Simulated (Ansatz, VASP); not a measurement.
Two plane-wave programs on CaSe

```
Ca Se
1.0
     0.00000    3.27951    3.27951
     3.27951    0.00000    3.27951
     3.27951    3.27951    0.00000
Ca Se
1 1
Direct
  0.00000 0.00000 0.00000
  0.25000 0.25000 0.25000
```

Alike in both runs: task single point; functional RPBE; k mesh 6 × 6 × 6; occupations gaussian, width 0.05 eV; no spin polarisation.

```csv
,VASP,Ansatz
version,VASP 6.6.1,Ansatz 0.2.0
potentials or method,"VASP PAW PBE potentials, release 64 (Ca_sv, Se), cutoff 520 eV","scalar-relativistic, plane waves, PAW"
valence electrons in the cell,16,26
```

```tsv
	VASP	Ansatz	Ansatz less VASP
pressure (GPa)	1.9	1.8	-0.10
```

VASP's potentials were made for PBE, not for RPBE. VASP's potentials hold 16 valence electrons a cell and Ansatz's 26, so a difference there can come from the potentials and not from the codes.
